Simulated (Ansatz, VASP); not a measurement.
**YS in VASP and in Ansatz**

```
CELL_PARAMETERS angstrom
0.00000 2.68764 2.68764
2.68764 0.00000 2.68764
2.68764 2.68764 0.00000
ATOMIC_POSITIONS crystal
Y 0.50000 0.50000 0.50000
S 0.00000 0.00000 0.00000
```

Change from the starting cell: volume scaled by 0.94, PAW files.

Alike in both runs: task electric field gradients; functional LDA; k mesh 8 × 8 × 8; occupations fermi-dirac, width 0.01 eV; no spin polarisation.

|  | VASP | Ansatz |
| --- | --- | --- |
| version | VASP 6.6.1 | Ansatz 0.2.0 |
| potentials or method | VASP PAW LDA potentials, release 64 (Y_sv, S) | PAW with Ansatz's default frozen-core files, scalar-relativistic |
| plane-wave cutoff (eV) | 520 | 420 |
| valence electrons in the cell | 17 | 17 |

```tsv
	VASP	Ansatz	Ansatz less VASP
pressure (GPa)	2.9	2.9	-0.04
```

LDA's correlation is that of Perdew and Zunger in VASP and of Perdew and Wang (1992) in Ansatz.
